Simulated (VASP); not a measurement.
# SnSe2 (P-3m1) in VASP: a series of runs

SnSe2 is run at these levels: PBEsol; tasks: single point.

Everything below comes from runs of VASP 6.6.1. Logs are shortened: lines on timing, memory, paths and dates and some standing lists are left out, and cuts for length are marked.

## Step 1: The cell of the first run

Symmetry: P-3m1, No. 164, trigonal system. The conventional cell has a = 3.700 Å, b = 3.700 Å, c = 6.549 Å, α = 90.00°, β = 90.00°, γ = 120.00°. Sn (site symmetry -3m) has 6 Se at 2.72 Å within 3.6 Å. Within 3.6 Å of Se (site symmetry 3m) lie 3 Sn at 2.72 Å.

## Step 2: Single point, PBEsol

The input, INCAR:

```
SYSTEM = SnSe2
PREC = Accurate ; ENCUT = 520
EDIFF = 1E-7 ; ISMEAR = 0
SIGMA = 0.05 ; LREAL = .FALSE.
LASPH = .TRUE. ; NELM = 80
ALGO = Normal ; ISIF = 2
LWAVE = .FALSE. ; LCHARG = .TRUE.
GGA = PS ; LELF = .TRUE.
LVHAR = .TRUE. ; NBANDS = 20
```

The input, KPOINTS:

```
Automatic mesh
0
G
  12 12 6
  0 0 0
```

The input, POSCAR:

```
SnSe2
1.0
    3.6995031733      0.0000000000      0.0000000000
   -1.8497515867      3.2038637295      0.0000000000
    0.0000000000      0.0000000000      6.5487343170
Sn Se
1 2
Direct
    0.0000000000      0.0000000000      0.0000000000
    0.3333333333      0.6666666667      0.2580716066
    0.6666666667      0.3333333333      0.7419283934
```

Potentials or basis: VASP PAW PBE potentials, release 64 (Sn_d, Se).

Command:

```bash
cat potpaw_PBE.64/Sn_d/POTCAR potpaw_PBE.64/Se/POTCAR > POTCAR
mpirun -np 1 vasp_std > vasp.out
```

OUTCAR:

```text
SYSTEM = SnSe2
   PREC = Accurate
   ENCUT = 520
   EDIFF = 1E-7
   ISMEAR = 0
   LREAL = .FALSE.
   LASPH = .TRUE.
   NELM = 80
   ISIF = 2
   GGA = PS

 ion  position               nearest neighbor table
   1  0.000  0.000  0.000-   2 2.72   3 2.72   3 2.72   2 2.72   3 2.72   2 2.72
   2  0.333  0.667  0.258-   1 2.72   1 2.72   1 2.72
   3  0.667  0.333  0.742-   1 2.72   1 2.72   1 2.72

  LATTYP: Found a hexagonal cell.
 ALAT       =     3.6995031733
 C/A-ratio  =     1.7701658872

  Lattice vectors:

 A1 = (   3.6995031733,   0.0000000000,   0.0000000000)
 A2 = (  -1.8497515867,   3.2038637295,   0.0000000000)
 A3 = (   0.0000000000,   0.0000000000,   6.5487343170)

Analysis of symmetry for initial positions (statically):
=====================================================================
 Subroutine PRICEL returns:
 Original cell was already a primitive cell.

 Routine SETGRP: Setting up the symmetry group for a
 hexagonal supercell.

 Subroutine GETGRP returns: Found 12 space group operations
 (whereof 12 operations were pure point group operations)
 out of a pool of 24 trial point group operations.

The static configuration has the point symmetry D_3d.

Analysis of symmetry for dynamics (positions and initial velocities):
=====================================================================
 Subroutine PRICEL returns:
 Original cell was already a primitive cell.

 Routine SETGRP: Setting up the symmetry group for a
 hexagonal supercell.

 Subroutine GETGRP returns: Found 12 space group operations
 (whereof 12 operations were pure point group operations)
 out of a pool of 24 trial point group operations.

The dynamic configuration has the point symmetry D_3d.

 Subroutine INISYM returns: Found 12 space group operations
 (whereof 12 operations are pure point group operations),
 and found     1 'primitive' translations

----------------------------------------------------------------------------------------

                                     Primitive cell

  volume of cell :      77.6202

  direct lattice vectors                    reciprocal lattice vectors
     3.699503173  0.000000000  0.000000000     0.270306566  0.156061569  0.000000000
    -1.849751587  3.203863730  0.000000000     0.000000000  0.312123138  0.000000000
     0.000000000  0.000000000  6.548734317     0.000000000  0.000000000  0.152701263

  length of vectors
     3.699503173  3.699503173  6.548734317     0.312123138  0.312123138  0.152701263

  position of ions in fractional coordinates (direct lattice)
     0.000000000  0.000000000  0.000000000
     0.333333333  0.666666667  0.258071607
     0.666666667  0.333333333  0.741928393

  ion indices of the primitive-cell ions
   primitive index   ion index
                 1           1
                 2           2
                 3           3

----------------------------------------------------------------------------------------

 KPOINTS: Automatic mesh

Automatic generation of k-mesh.
 Grid dimensions read from file:
 generate k-points for:   12   12    6

 Generating k-lattice:

  Cartesian coordinates                     Fractional coordinates (reciprocal lattice)
     0.022525547  0.013005131  0.000000000     0.083333333  0.000000000  0.000000000
     0.000000000  0.026010261  0.000000000     0.000000000  0.083333333  0.000000000
     0.000000000  0.000000000  0.025450210     0.000000000  0.000000000  0.166666667

  Length of vectors
     0.026010261  0.026010261  0.025450210

  Shift w.r.t. Gamma in fractional coordinates (k-lattice)
     0.000000000  0.000000000  0.000000000

 Subroutine IBZKPT returns following result:
 ===========================================

 Found    100 irreducible k-points:

 Following reciprocal coordinates:
            Coordinates               Weight
  0.000000  0.000000  0.000000      1.000000
  0.083333 -0.000000  0.000000      6.000000
  0.166667  0.000000  0.000000      6.000000
  0.250000  0.000000  0.000000      6.000000
  0.333333  0.000000  0.000000      6.000000
  0.416667  0.000000  0.000000      6.000000
[... 16 lines left out ...]
  0.166667  0.000000  0.166667      6.000000
  0.000000  0.166667  0.166667      6.000000
 [... further k-points ...]
   k-points           NKPTS =    100   k-points in BZ     NKDIM =    100   number of bands    NBANDS=     20
   number of dos      NEDOS =    301   number of ions     NIONS =      3
   total plane-waves  NPLWV =  39200
   dimension x,y,z NGX =    28 NGY =   28 NGZ =   50
   dimension x,y,z NGXF=    56 NGYF=   56 NGZF=  100
   ions per type =               1   2
   NGX,Y,Z   is equivalent  to a cutoff of  12.58, 12.58, 12.69 a.u.
   NGXF,Y,Z  is equivalent  to a cutoff of  25.16, 25.16, 25.39 a.u.
 SYSTEM =  SnSe2
   PREC   = accura    normal or accurate (medium, high low for compatibility)
   ISTART =      0    job   : 0-new  1-cont  2-samecut
   ICHARG =      2    charge: 1-file 2-atom 10-const
   ISPIN  =      1    spin polarized calculation?
   LNONCOLLINEAR =      F non collinear calculations
   LSORBIT =      F    spin-orbit coupling
   LASPH  =      T    aspherical Exc in radial PAW
   ENCUT  =  520.0 eV  38.22 Ry    6.18 a.u.   6.88  6.88 12.18*2*pi/ulx,y,z
   NELM   =     80;   NELMIN=  2; NELMDL= -5     # of ELM steps
   EDIFF  = 0.1E-06   stopping-criterion for ELM
   LREAL  =      F    real-space projection
   EDIFFG = 0.1E-05   stopping-criterion for IOM
   NSW    =      0    number of steps for IOM
   IBRION =     -1    ionic relax: 0-MD 1-quasi-New 2-CG
   NFREE  =      0    steps in history (QN), initial steepest desc. (CG)
   ISIF   =      2    stress and relaxation
   ISYM   =      2    0-nonsym 1-usesym 2-fastsym
   POTIM  = 0.5000    time-step for ionic-motion
   TEBEG  =    0.0;   TEEND  =   0.0 temperature during run
   PSTRESS=    0.0 pullay stress
   NELECT =      26.0000    total number of electrons
   NUPDOWN=      -1.0000    fix difference up-down
   EMIN   =  10.00;   EMAX   =-10.00  energy-range for DOS
   EFERMI =   0.00;   METHOD = LEGACY
   ISMEAR =     0;   SIGMA  =   0.05  broadening in eV -4-tet -1-fermi 0-gaus
   EFERMI_NEDOS =   21; number of points for ismear=-14 and -15
   IALGO  =     38    algorithm
   IMIX   =      4    mixing-type and parameters
     AMIX     =   0.40;   BMIX     =  1.00
     AMIX_MAG =   1.60;   BMIX_MAG =  1.00
  volume/ion in A,a.u.               =      25.87       174.60
  Fermi-wavevector in a.u.,A,eV,Ry     =   1.136949  2.148522 17.587614  1.292653
  Thomas-Fermi vector in A             =   2.273654
   LORBIT       =      0    0 simple, 1 ext, 2 COOP (PROOUT), +10 PAW based schemes
   GGA     = PS    functional components
   LHFCALC =     F    Hartree Fock is set to
   AEXX    =    0.0000 exact exchange contribution
   IVDW    =     0    specifies the selected vdW correction
   LEPSILON=     F    determine dielectric tensor
   LRPA    =     F    only Hartree local field effects (RPA)
 non-spin polarized calculation
 Gauss-broadening in eV      SIGMA  =   0.05
  energy-cutoff  :      520.00
  volume of cell :       77.62
 maximum number of plane-waves:      2106
   NGX = 13   NGY = 13   NGZ = 25

 number of electron      26.0000002 magnetization

 Free energy of the ion-electron system (eV)
  ---------------------------------------------------
  ext. energy  EPLUGINS =         0.00000000
  ---------------------------------------------------
  free energy    TOTEN  =       -12.88165600 eV

  energy without entropy =      -12.88140768  energy(sigma->0) =      -12.88153184

 E-fermi :   4.3405     XC(G=0):  -9.6503

 val. band max:        4.2914585256   @ k =   0.0833  -0.0000   0.1667
 cond. band min:       4.3587590692   @ k =   0.5000   0.0000   0.5000
 fundamental gap:      0.0673005436
 Fermi energy:         4.3404857839

 k-point     1 :       0.0000    0.0000    0.0000
  band No.  band energies     occupation
      1     -17.1218      2.00000
      2     -17.1218      2.00000
      3     -17.0657      2.00000
      4     -17.0514      2.00000
      5     -17.0514      2.00000
      6      -9.8555      2.00000
[... 12 lines left out ...]
     19      13.2947      0.00000
     20      13.2947      0.00000

 k-point     2 :       0.0833   -0.0000    0.0000
  band No.  band energies     occupation
      1     -17.1242      2.00000
      2     -17.1177      2.00000
      3     -17.0631      2.00000
      4     -17.0547      2.00000
      5     -17.0518      2.00000
      6      -9.7815      2.00000
[... 12 lines left out ...]
     19      12.4320      0.00000
     20      13.4036      0.00000

 k-point     3 :       0.1667    0.0000    0.0000
  band No.  band energies     occupation
      1     -17.1316      2.00000
      2     -17.1067      2.00000
      3     -17.0638      2.00000
      4     -17.0552      2.00000
      5     -17.0525      2.00000
      6      -9.5647      2.00000
[... 12 lines left out ...]
     19      12.3336      0.00000
     20      13.1968      0.00000

 k-point     4 :       0.2500    0.0000    0.0000
  band No.  band energies     occupation
      1     -17.1437      2.00000
      2     -17.0931      2.00000
      3     -17.0742      2.00000
      4     -17.0521      2.00000
      5     -17.0444      2.00000
      6      -9.2229      2.00000
[... 12 lines left out ...]
     19      12.7263      0.00000
     20      13.1445      0.00000

 k-point     5 :       0.3333    0.0000    0.0000
  band No.  band energies     occupation
      1     -17.1573      2.00000
      2     -17.0834      2.00000
      3     -17.0828      2.00000
      4     -17.0482      2.00000
      5     -17.0331      2.00000
      6      -8.7963      2.00000
[... 12 lines left out ...]
     19      12.8711      0.00000
     20      13.8606      0.00000

 k-point     6 :       0.4167    0.0000    0.0000
  band No.  band energies     occupation
      1     -17.1680      2.00000
      2     -17.0896      2.00000
      3     -17.0786      2.00000
      4     -17.0419      2.00000
      5     -17.0248      2.00000
      6      -8.3710      2.00000
[... 12 lines left out ...]
     19      13.0959      0.00000
     20      14.1434      0.00000

 k-point     7 :       0.5000    0.0000    0.0000
  band No.  band energies     occupation
      1     -17.1720      2.00000
      2     -17.0917      2.00000
      3     -17.0777      2.00000
      4     -17.0389      2.00000
      5     -17.0218      2.00000
      6      -8.1490      2.00000
[... 12 lines left out ...]
     19      13.4520      0.00000
     20      13.7881      0.00000
[... 277 lines left out ...]
 k-point    20 :       0.0000    0.0000    0.1667
  band No.  band energies     occupation
      1     -17.1218      2.00000
      2     -17.1218      2.00000
      3     -17.0656      2.00000
      4     -17.0514      2.00000
      5     -17.0514      2.00000
      6      -9.8207      2.00000
[... 12 lines left out ...]
     19      13.0801      0.00000
     20      13.1574      0.00000

 k-point    21 :       0.0833   -0.0000    0.1667
  band No.  band energies     occupation
      1     -17.1242      2.00000
      2     -17.1177      2.00000
      3     -17.0631      2.00000
      4     -17.0548      2.00000
      5     -17.0518      2.00000
      6      -9.7469      2.00000
[... 12 lines left out ...]
     19      12.2094      0.00000
     20      13.4282      0.00000

 k-point    22 :       0.0000    0.0833    0.1667
  band No.  band energies     occupation
      1     -17.1242      2.00000
      2     -17.1177      2.00000
      3     -17.0631      2.00000
      4     -17.0548      2.00000
      5     -17.0518      2.00000
      6      -9.7469      2.00000
[... 12 lines left out ...]
     19      12.3143      0.00000
     20      13.1776      0.00000

 k-point    23 :       0.1667    0.0000    0.1667
  band No.  band energies     occupation
      1     -17.1317      2.00000
      2     -17.1067      2.00000
      3     -17.0638      2.00000
      4     -17.0552      2.00000
      5     -17.0525      2.00000
      6      -9.5309      2.00000
[... 12 lines left out ...]
     19      12.5602      0.00000
     20      12.8115      0.00000

 k-point    24 :       0.0000    0.1667    0.1667
  band No.  band energies     occupation
      1     -17.1317      2.00000
      2     -17.1067      2.00000
      3     -17.0638      2.00000
      4     -17.0552      2.00000
      5     -17.0526      2.00000
      6      -9.5306      2.00000
[... 12 lines left out ...]
     19      12.1199      0.00000
     20      13.0086      0.00000

 [... further k-points ...]

------------------------ aborting loop because EDIFF is reached ----------------------------------------

  FORCE on cell =-STRESS in cart. coord.  units (eV):
  Direction    XX          YY          ZZ          XY          YZ          ZX
  --------------------------------------------------------------------------------------
  -------------------------------------------------------------------------------------
  Total        1.2276519      1.2276519     -2.2050169     -0.0000000      0.0000000      0.0000000
  in kB       25.3402563     25.3402563    -45.5142813     -0.0000000      0.0000000      0.0000000
  external PRESSURE =       1.7220771 kB  Pullay stress =       0.0000000 kB

 VOLUME and BASIS-vectors are now :
 -----------------------------------------------------------------------------
  energy-cutoff  :      520.00
  volume of cell :       77.62
      direct lattice vectors                 reciprocal lattice vectors
     3.699503173  0.000000000  0.000000000     0.270306566  0.156061569  0.000000000
    -1.849751587  3.203863730  0.000000000     0.000000000  0.312123138  0.000000000
     0.000000000  0.000000000  6.548734317     0.000000000  0.000000000  0.152701263

 POSITION                                       TOTAL-FORCE (eV/Angst)
 -----------------------------------------------------------------------------------
      0.00000      0.00000      0.00000        -0.000000      0.000000      0.000000
     -0.00000      2.13591      1.69004         0.000000     -0.000000     -0.599989
      1.84975      1.06795      4.85869        -0.000000      0.000000      0.599989
 -----------------------------------------------------------------------------------
    total drift:                                0.000000      0.000000      0.000000

  FREE ENERGIE OF THE ION-ELECTRON SYSTEM (eV)
  ---------------------------------------------------
  free  energy   TOTEN  =       -12.8816560042 eV

  energy  without entropy=      -12.8814076812  energy(sigma->0) =      -12.88153184
```

Run time: 3.8 min. Hardware: 1 thread of Intel Xeon Platinum 8488C (Sapphire Rapids), shared host; peak memory 0.28 GiB.

What came out:

| Item | Value |
| --- | --- |
| Free energy | -12.8817 eV |
| Pressure | 0.2 GPa |
| Largest force | 0.600 eV/Å |
| Band gap on the k mesh | 0.07 eV, indirect (least direct gap 0.84 eV) |

Forces on the atoms (eV/Å):
```
Sn   0.000  0.000  0.000
Se   0.000  0.000 -0.600
Se   0.000  0.000  0.600
```

Stress tensor (GPa, compression positive):
```
 2.53  0.00  0.00
 0.00  2.53  0.00
 0.00  0.00 -4.55
```

Caveat: the PAW data sets were made with another functional, which shifts forces and pressure a little; spin-orbit coupling is left out, which moves the levels of the heavy elements; this functional lacks dispersion, which binds the layers, so the pressure and a relaxed spacing across them are unreliable.

## Step 3: Single point, PBEsol

This run uses another cell than the first one, of the same volume but with other edges.

The input, INCAR:

```
  PREC = Accurate
  ENCUT = 520
  EDIFF = 1E-7
  ISMEAR = 0
  SIGMA = 0.05
  LREAL = F
  LASPH = T
  NELM = 80
  ALGO = Normal
  ISIF = 2
  LWAVE = F
  LCHARG = T
  GGA = PS
  LELF = T
  LVHAR = T
  NBANDS = 20
```

The input, KPOINTS:

```
regular mesh
0
Gamma
  12 12 6
```

The input, POSCAR:

```
SnSe2
1.0
    3.8712440859      0.0000000000      0.0000000000
   -1.9356220430      3.3525957226      0.0000000000
    0.0000000000      0.0000000000      5.9805767754
Sn Se
1 2
Direct
    0.0000000000      0.0000000000      0.0000000000
    0.3333333333      0.6666666667      0.2580716066
    0.6666666667      0.3333333333      0.7419283934
```

Potentials or basis: VASP PAW PBE potentials, release 64 (Sn_d, Se).

Command:

```bash
cat potpaw_PBE.64/Sn_d/POTCAR potpaw_PBE.64/Se/POTCAR > POTCAR
mpirun -np 1 vasp_std > vasp.out
```

Wall time 4.2 min (1 thread of Intel Xeon Platinum 8488C (Sapphire Rapids), shared host); peak memory 0.3 GiB.

It converged, with:

```
Free energy            : -12.9674 eV
Pressure               : 0.1 GPa
Largest force          : 0.245 eV/Å
Band gap on the k mesh : 0.35 eV, indirect (least direct gap 0.54 eV)
```

Forces in eV/Å, atoms in the order of the input:
```
Sn   0.000  0.000  0.000
Se   0.000  0.000  0.245
Se   0.000  0.000 -0.245
```

Stress tensor (GPa, compression positive):
```
-0.70  0.00  0.00
 0.00 -0.70  0.00
 0.00  0.00  1.64
```

Levels at points of the mesh, in eV from the valence-band top:
```tsv
k point	band 9	band 10	band 11	band 12	band 13	band 14	band 15	band 16	band 17	band 18
(0.00, 0.00, 0.00)	-0.93	-0.93	-0.71	-0.71	-0.04	0.50	2.54	4.27	4.27	8.05
(0.50, 0.00, 0.00)	-4.47	-3.17	-2.89	-1.56	-0.48	0.92	3.37	4.94	5.00	7.03
(0.00, 0.00, 0.50)	-2.31	-1.07	-1.07	-0.48	-0.48	2.08	2.45	3.90	3.90	7.48
(0.50, 0.00, 0.50)	-5.08	-2.64	-2.07	-1.13	-1.03	0.62	3.90	4.51	5.69	5.98
```

Caveat: the PAW data sets were made with another functional, which shifts forces and pressure a little; spin-orbit coupling is left out, which moves the levels of the heavy elements; this functional lacks dispersion, which binds the layers, so the pressure and a relaxed spacing across them are unreliable.

[end of part 1 of 2]
